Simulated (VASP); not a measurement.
# In (P6/mmm) in VASP: a series of runs, part 2 of 2

VASP 6.6.1. The steps go on from the part before.

## (5) Single point, PBE

This run uses another cell than the first one, of 13.97 Å³/atom, 0.508 times its volume.

INCAR reads:

```
  PREC = Accurate
  ENCUT = 520
  EDIFF = 1E-6
  ISMEAR = -1
  SIGMA = 0.1
  LREAL = False
  LASPH = True
  NELM = 60
  ALGO = Normal
  ISIF = 2
  LWAVE = False
  LCHARG = True
  GGA = PE
  LELF = True
  LVHAR = True
  NBANDS = 26
```

KPOINTS reads:

```
Automatic mesh
0
Gamma
  8 8 10
```

POSCAR reads:

```
In
1.0
    4.3169371284      0.0000000000      0.0000000000
   -2.1584685642      3.7385772197      0.0000000000
    0.0000000000      0.0000000000      2.5968916851
In
3
Direct
    0.0000000000      0.0000000000      0.0000000000
    0.3333333333      0.6666666667      0.5000000000
    0.6666666667      0.3333333333      0.5000000000
```

Potentials or basis: VASP PAW PBE potentials, release 64 (In_d).

The run is started by

```console
$ cat potpaw_PBE.64/In_d/POTCAR > POTCAR
$ mpirun -np 1 vasp_std > vasp.out
```

OUTCAR:

```text
PREC = Accurate
   ENCUT = 520
   EDIFF = 1E-6
   ISMEAR = -1
   LREAL = False
   LASPH = True
   NELM = 60
   ISIF = 2
   GGA = PE

 ion  position               nearest neighbor table
   1  0.000  0.000  0.000-   2 2.81   3 2.81   2 2.81   3 2.81   2 2.81   2 2.81   3 2.81   3 2.81
                             3 2.81   3 2.81   2 2.81   2 2.81
   2  0.333  0.667  0.500-   3 2.49   3 2.49   3 2.49   1 2.81   1 2.81   1 2.81   1 2.81   1 2.81
                             1 2.81   3 3.60   3 3.60   3 3.60   3 3.60   3 3.60   3 3.60
   3  0.667  0.333  0.500-   2 2.49   2 2.49   2 2.49   1 2.81   1 2.81   1 2.81   1 2.81   1 2.81
[... 897 lines left out ...]
  -------------------------------------------------------------------------------------
  Total       37.0486042     37.0486042     36.9599037      0.0000000      0.0000000      0.0000000
  in kB     1416.2715085   1416.2715085   1412.8807176      0.0000000      0.0000000      0.0000000
  external PRESSURE =    1415.1412449 kB  Pullay stress =       0.0000000 kB

 VOLUME and BASIS-vectors are now :
 -----------------------------------------------------------------------------
  energy-cutoff  :      520.00
  volume of cell :       41.91
      direct lattice vectors                 reciprocal lattice vectors
     4.316937128  0.000000000  0.000000000     0.231645718  0.133740718  0.000000000
    -2.158468564  3.738577220  0.000000000     0.000000000  0.267481435  0.000000000
     0.000000000  0.000000000  2.596891685     0.000000000  0.000000000  0.385075745

 POSITION                                       TOTAL-FORCE (eV/Angst)
 -----------------------------------------------------------------------------------
      0.00000      0.00000      0.00000         0.000000      0.000000      0.000000
     -0.00000      2.49238      1.29845         0.000000      0.000000      0.000000
      2.15847      1.24619      1.29845        -0.000000     -0.000000     -0.000000
 -----------------------------------------------------------------------------------
    total drift:                               -0.000000      0.000000      0.000000

  FREE ENERGIE OF THE ION-ELECTRON SYSTEM (eV)
  ---------------------------------------------------
  free  energy   TOTEN  =         1.5928182391 eV

  energy  without entropy=        1.6303243523  energy(sigma->0) =        1.61157130
```

OSZICAR:

```text
N       E                     dE             d eps       ncg     rms          rms(c)
DAV:   1     0.355717422797E+03    0.35572E+03   -0.18688E+04  3352   0.252E+03
DAV:   2     0.311145724294E+02   -0.32460E+03   -0.31954E+03  3132   0.467E+02
DAV:   3     0.197731829632E+01   -0.29137E+02   -0.28816E+02  3472   0.170E+02
DAV:   4     0.104646378088E+01   -0.93085E+00   -0.92915E+00  3940   0.325E+01
DAV:   5     0.101040400554E+01   -0.36060E-01   -0.36055E-01  4902   0.496E+00    0.154E+01
DAV:   6     0.142044182739E+01    0.41004E+00   -0.29131E-01  4238   0.124E+01    0.800E+00
DAV:   7     0.158388029675E+01    0.16344E+00   -0.14264E-01  4960   0.761E+00    0.770E-01
DAV:   8     0.159182708170E+01    0.79468E-02   -0.18994E-02  4416   0.206E+00    0.472E-01
DAV:   9     0.159256764012E+01    0.74056E-03   -0.59308E-04  4746   0.271E-01    0.285E-01
DAV:  10     0.159280594282E+01    0.23830E-03   -0.51908E-05  4034   0.925E-02    0.536E-02
DAV:  11     0.159281841792E+01    0.12475E-04   -0.45306E-06  3842   0.313E-02    0.781E-03
DAV:  12     0.159281823912E+01   -0.17880E-06   -0.48924E-07  2196   0.104E-02
   1 F= 0.15928182E+01 E0= 0.16115713E+01  d E =-.375061E-01
```

stdout:

```text
POSCAR found type information on POSCAR In
 POSCAR found :  1 types and       3 ions
 scaLAPACK will be used
 LDA part: xc-table for (Slater+PW92), standard interpolation
 POSCAR, INCAR and KPOINTS ok, starting setup
 FFT: planning ... GRIDC
 FFT: planning ... GRID_SOFT
 FFT: planning ... GRID
 WAVECAR not read
 entering main loop
```

Run time: 28 s. Hardware: 1 thread of Intel Xeon 6975P-C (Granite Rapids), shared host; peak memory 0.18 GiB.

Results:

| Item | Value |
| --- | --- |
| Free energy | 1.5928 eV |
| Pressure | 141.5 GPa |

Levels at points of the mesh, in eV from the Fermi level:
```csv
k point,band 17,band 18,band 19,band 20,band 21,band 22
"(0.00, 0.00, 0.00)",-2.73,-2.73,-2.71,-2.71,-2.09,-1.85
"(0.50, 0.00, 0.00)",-12.28,-7.17,-4.06,6.11,6.18,6.19
"(0.00, 0.00, 0.50)",-8.50,0.86,1.08,1.08,1.84,2.40
"(0.50, 0.00, 0.50)",-6.19,-4.57,-4.24,-0.52,-0.06,1.13
```

Caveat: spin-orbit coupling is left out, which moves the levels of the heavy elements.

## (6) Single point, PBE

INCAR reads:

```
SYSTEM = In
  PREC = Accurate
  ENCUT = 520
  EDIFF = 1E-6
  ISMEAR = -1
  SIGMA = 0.1
  LREAL = .FALSE.
  LASPH = .TRUE.
  NELM = 60
  ALGO = Normal
  ISIF = 2
  LWAVE = .FALSE.
  LCHARG = .TRUE.
  GGA = PE
  LELF = .TRUE.
  LVHAR = .TRUE.
  NBANDS = 26
```

KPOINTS reads:

```
regular mesh
0
G
  8 8 10
  0 0 0
```

POSCAR is that of step 5.

Potentials or basis: VASP PAW PBE potentials, release 64 (In_d).

The run is started by

```console
$ cat potpaw_PBE.64/In_d/POTCAR > POTCAR
$ mpirun -np 1 vasp_std > vasp.out
```

OUTCAR:

```text
SYSTEM = In
   PREC = Accurate
   ENCUT = 520
   EDIFF = 1E-6
   ISMEAR = -1
   LREAL = .FALSE.
   LASPH = .TRUE.
   NELM = 60
   ISIF = 2
   GGA = PE

 ion  position               nearest neighbor table
   1  0.000  0.000  0.000-   2 2.81   3 2.81   2 2.81   3 2.81   2 2.81   2 2.81   3 2.81   3 2.81
                             3 2.81   3 2.81   2 2.81   2 2.81
   2  0.333  0.667  0.500-   3 2.49   3 2.49   3 2.49   1 2.81   1 2.81   1 2.81   1 2.81   1 2.81
                             1 2.81   3 3.60   3 3.60   3 3.60   3 3.60   3 3.60   3 3.60
   3  0.667  0.333  0.500-   2 2.49   2 2.49   2 2.49   1 2.81   1 2.81   1 2.81   1 2.81   1 2.81
                             1 2.81   2 3.60   2 3.60   2 3.60   2 3.60   2 3.60   2 3.60

  LATTYP: Found a hexagonal cell.
 ALAT       =     4.3169371284
 C/A-ratio  =     0.6015588386

  Lattice vectors:

 A1 = (   4.3169371284,   0.0000000000,   0.0000000000)
 A2 = (  -2.1584685642,   3.7385772197,   0.0000000000)
 A3 = (   0.0000000000,   0.0000000000,   2.5968916851)

Analysis of symmetry for initial positions (statically):
=====================================================================
 Subroutine PRICEL returns:
 Original cell was already a primitive cell.

 Routine SETGRP: Setting up the symmetry group for a
 hexagonal supercell.

 Subroutine GETGRP returns: Found 24 space group operations
 (whereof 24 operations were pure point group operations)
 out of a pool of 24 trial point group operations.

The static configuration has the point symmetry D_6h.

Analysis of symmetry for dynamics (positions and initial velocities):
=====================================================================
 Subroutine PRICEL returns:
 Original cell was already a primitive cell.

 Routine SETGRP: Setting up the symmetry group for a
 hexagonal supercell.

 Subroutine GETGRP returns: Found 24 space group operations
 (whereof 24 operations were pure point group operations)
 out of a pool of 24 trial point group operations.

The dynamic configuration has the point symmetry D_6h.

 Subroutine INISYM returns: Found 24 space group operations
 (whereof 24 operations are pure point group operations),
 and found     1 'primitive' translations

----------------------------------------------------------------------------------------

                                     Primitive cell

  volume of cell :      41.9118

  direct lattice vectors                    reciprocal lattice vectors
     4.316937128  0.000000000  0.000000000     0.231645718  0.133740718  0.000000000
    -2.158468564  3.738577220  0.000000000     0.000000000  0.267481435  0.000000000
     0.000000000  0.000000000  2.596891685     0.000000000  0.000000000  0.385075745

  length of vectors
     4.316937128  4.316937128  2.596891685     0.267481435  0.267481435  0.385075745

  position of ions in fractional coordinates (direct lattice)
     0.000000000  0.000000000  0.000000000
     0.333333333  0.666666667  0.500000000
     0.666666667  0.333333333  0.500000000

  ion indices of the primitive-cell ions
   primitive index   ion index
                 1           1
                 2           2
                 3           3

----------------------------------------------------------------------------------------

 KPOINTS: regular mesh

Automatic generation of k-mesh.
 Grid dimensions read from file:
 generate k-points for:    8    8   10

 Generating k-lattice:

  Cartesian coordinates                     Fractional coordinates (reciprocal lattice)
     0.028955715  0.016717590  0.000000000     0.125000000  0.000000000  0.000000000
     0.000000000  0.033435179  0.000000000     0.000000000  0.125000000  0.000000000
     0.000000000  0.000000000  0.038507574     0.000000000  0.000000000  0.100000000

  Length of vectors
     0.033435179  0.033435179  0.038507574

  Shift w.r.t. Gamma in fractional coordinates (k-lattice)
     0.000000000  0.000000000  0.000000000

 Subroutine IBZKPT returns following result:
 ===========================================

 Found     60 irreducible k-points:

 Following reciprocal coordinates:
            Coordinates               Weight
  0.000000  0.000000  0.000000      1.000000
  0.125000 -0.000000  0.000000      6.000000
  0.250000 -0.000000  0.000000      6.000000
  0.375000 -0.000000  0.000000      6.000000
  0.500000 -0.000000  0.000000      3.000000
  0.125000  0.125000  0.000000      6.000000
[... 16 lines left out ...]
  0.250000 -0.000000  0.200000     12.000000
  0.375000 -0.000000  0.200000     12.000000
 [... further k-points ...]
   k-points           NKPTS =     60   k-points in BZ     NKDIM =     60   number of bands    NBANDS=     26
   number of dos      NEDOS =    301   number of ions     NIONS =      3
   total plane-waves  NPLWV =  20480
   dimension x,y,z NGX =    32 NGY =   32 NGZ =   20
   dimension x,y,z NGXF=    64 NGYF=   64 NGZF=   40
   ions per type =               3
   NGX,Y,Z   is equivalent  to a cutoff of  12.32, 12.32, 12.80 a.u.
   NGXF,Y,Z  is equivalent  to a cutoff of  24.65, 24.65, 25.61 a.u.
 SYSTEM =  In
   PREC   = accura    normal or accurate (medium, high low for compatibility)
   ISTART =      0    job   : 0-new  1-cont  2-samecut
   ICHARG =      2    charge: 1-file 2-atom 10-const
   ISPIN  =      1    spin polarized calculation?
   LNONCOLLINEAR =      F non collinear calculations
   LSORBIT =      F    spin-orbit coupling
   LASPH  =      T    aspherical Exc in radial PAW
   ENCUT  =  520.0 eV  38.22 Ry    6.18 a.u.   8.03  8.03  4.83*2*pi/ulx,y,z
   NELM   =     60;   NELMIN=  2; NELMDL= -5     # of ELM steps
   EDIFF  = 0.1E-05   stopping-criterion for ELM
   LREAL  =      F    real-space projection
   EDIFFG = 0.1E-04   stopping-criterion for IOM
   NSW    =      0    number of steps for IOM
   IBRION =     -1    ionic relax: 0-MD 1-quasi-New 2-CG
   NFREE  =      0    steps in history (QN), initial steepest desc. (CG)
   ISIF   =      2    stress and relaxation
   ISYM   =      2    0-nonsym 1-usesym 2-fastsym
   POTIM  = 0.5000    time-step for ionic-motion
   TEBEG  =    0.0;   TEEND  =   0.0 temperature during run
   PSTRESS=    0.0 pullay stress
   NELECT =      39.0000    total number of electrons
   NUPDOWN=      -1.0000    fix difference up-down
   EMIN   =  10.00;   EMAX   =-10.00  energy-range for DOS
   EFERMI =   0.00;   METHOD = LEGACY
   ISMEAR =    -1;   SIGMA  =   0.10  broadening in eV -4-tet -1-fermi 0-gaus
   EFERMI_NEDOS =   21; number of points for ismear=-14 and -15
   IALGO  =     38    algorithm
   IMIX   =      4    mixing-type and parameters
     AMIX     =   0.40;   BMIX     =  1.00
     AMIX_MAG =   1.60;   BMIX_MAG =  1.00
  volume/ion in A,a.u.               =      13.97        94.28
  Fermi-wavevector in a.u.,A,eV,Ry     =   1.598273  3.020299 34.755780  2.554478
  Thomas-Fermi vector in A             =   2.695749
   LORBIT       =      0    0 simple, 1 ext, 2 COOP (PROOUT), +10 PAW based schemes
   GGA     = PE    functional components
   LHFCALC =     F    Hartree Fock is set to
   AEXX    =    0.0000 exact exchange contribution
   IVDW    =     0    specifies the selected vdW correction
   LEPSILON=     F    determine dielectric tensor
   LRPA    =     F    only Hartree local field effects (RPA)
 non-spin polarized calculation
  energy-cutoff  :      520.00
  volume of cell :       41.91
 maximum number of plane-waves:      1140
   NGX = 17   NGY = 17   NGZ =  9

 number of electron      38.9999994 magnetization

 Free energy of the ion-electron system (eV)
  ---------------------------------------------------
  ext. energy  EPLUGINS =         0.00000000
  ---------------------------------------------------
  free energy    TOTEN  =         1.59281824 eV

  energy without entropy =        1.63032435  energy(sigma->0) =        1.61157130

 E-fermi :  17.9567     XC(G=0): -13.6238

 val. band max:       17.9388658754   @ k =   0.1250   0.1250   0.5000
 cond. band min:      17.9624414236   @ k =   0.1250  -0.0000   0.5000
 fundamental gap:      0.0235755482
 Fermi energy:        17.9567020311

 k-point     1 :       0.0000    0.0000    0.0000
  band No.  band energies     occupation
      1      -0.1624      2.00000
      2       0.8265      2.00000
      3       0.8750      2.00000
      4       1.0505      2.00000
      5       1.0505      2.00000
      6       1.3370      2.00000
[... 18 lines left out ...]
     25      31.1717      0.00000
     26      32.3644      0.00000
[... 644 lines left out ...]
      4       0.9396      2.00000
      5       1.0364      2.00000
      6       1.3116      2.00000
[... 18 lines left out ...]
     25      27.1863      0.00000
     26      27.4079      0.00000

 [... further k-points ...]
[... 5 lines left out ...]
  --------------------------------------------------------------------------------------
  -------------------------------------------------------------------------------------
  Total       37.0486042     37.0486042     36.9599037      0.0000000      0.0000000      0.0000000
  in kB     1416.2715085   1416.2715085   1412.8807176      0.0000000      0.0000000      0.0000000
  external PRESSURE =    1415.1412449 kB  Pullay stress =       0.0000000 kB

 VOLUME and BASIS-vectors are now :
 -----------------------------------------------------------------------------
  energy-cutoff  :      520.00
  volume of cell :       41.91
      direct lattice vectors                 reciprocal lattice vectors
     4.316937128  0.000000000  0.000000000     0.231645718  0.133740718  0.000000000
    -2.158468564  3.738577220  0.000000000     0.000000000  0.267481435  0.000000000
     0.000000000  0.000000000  2.596891685     0.000000000  0.000000000  0.385075745

 POSITION                                       TOTAL-FORCE (eV/Angst)
 -----------------------------------------------------------------------------------
      0.00000      0.00000      0.00000         0.000000      0.000000      0.000000
     -0.00000      2.49238      1.29845         0.000000      0.000000      0.000000
      2.15847      1.24619      1.29845        -0.000000     -0.000000     -0.000000
 -----------------------------------------------------------------------------------
    total drift:                               -0.000000      0.000000      0.000000

  FREE ENERGIE OF THE ION-ELECTRON SYSTEM (eV)
  ---------------------------------------------------
  free  energy   TOTEN  =         1.5928182391 eV

  energy  without entropy=        1.6303243523  energy(sigma->0) =        1.61157130
```

OSZICAR:

```text
N       E                     dE             d eps       ncg     rms          rms(c)
DAV:   1     0.355717422797E+03    0.35572E+03   -0.18688E+04  3352   0.252E+03
DAV:   2     0.311145724294E+02   -0.32460E+03   -0.31954E+03  3132   0.467E+02
DAV:   3     0.197731829632E+01   -0.29137E+02   -0.28816E+02  3472   0.170E+02
DAV:   4     0.104646378088E+01   -0.93085E+00   -0.92915E+00  3940   0.325E+01
DAV:   5     0.101040400554E+01   -0.36060E-01   -0.36055E-01  4902   0.496E+00    0.154E+01
DAV:   6     0.142044182739E+01    0.41004E+00   -0.29131E-01  4238   0.124E+01    0.800E+00
DAV:   7     0.158388029675E+01    0.16344E+00   -0.14264E-01  4960   0.761E+00    0.770E-01
DAV:   8     0.159182708170E+01    0.79468E-02   -0.18994E-02  4416   0.206E+00    0.472E-01
DAV:   9     0.159256764012E+01    0.74056E-03   -0.59308E-04  4746   0.271E-01    0.285E-01
DAV:  10     0.159280594282E+01    0.23830E-03   -0.51908E-05  4034   0.925E-02    0.536E-02
DAV:  11     0.159281841792E+01    0.12475E-04   -0.45306E-06  3842   0.313E-02    0.781E-03
DAV:  12     0.159281823912E+01   -0.17880E-06   -0.48924E-07  2196   0.104E-02
   1 F= 0.15928182E+01 E0= 0.16115713E+01  d E =-.375061E-01
```

stdout:

```text
POSCAR found type information on POSCAR In
 POSCAR found :  1 types and       3 ions
 scaLAPACK will be used
 LDA part: xc-table for (Slater+PW92), standard interpolation
 POSCAR, INCAR and KPOINTS ok, starting setup
 FFT: planning ... GRIDC
 FFT: planning ... GRID_SOFT
 FFT: planning ... GRID
 WAVECAR not read
 entering main loop
```

Run time: 32 s. Hardware: 1 thread of Intel Xeon 6975P-C (Granite Rapids), shared host; peak memory 0.17 GiB.

What came out:

```yaml
Free_energy: 1.5928 eV
Pressure: 141.5 GPa
```

Caveat: spin-orbit coupling is left out, which moves the levels of the heavy elements.

## (7) Overview

| task | cell | cutoff (eV) | gap on the mesh (eV) | pressure (GPa) |
| --- | --- | --- | --- | --- |
| relaxation of cell and atoms | relaxed from a = 5.357, b = 5.357, c = 3.321 Å, angles 90.0, 90.0, 120.0°, 3 atoms | 600 | none | 0.0 |
| single point | a = 4.008, b = 4.008, c = 2.410 Å, angles 90.0, 90.0, 120.0°, 3 atoms | 520 | none | 329.3 |
| single point | a = 4.317, b = 4.317, c = 2.597 Å, angles 90.0, 90.0, 120.0°, 3 atoms | 520 | none | 141.5 |

Alike in all rows: level PBE; potentials or basis VASP PAW PBE potentials, release 64 (In_d); no spin polarisation; k mesh 8 × 8 × 10; smearing fermi-dirac 0.1 eV.

Caveats: spin-orbit coupling is left out, which moves the levels of the heavy elements.

Total energies depend on the potentials used, so only differences within one code and one set of settings carry meaning.
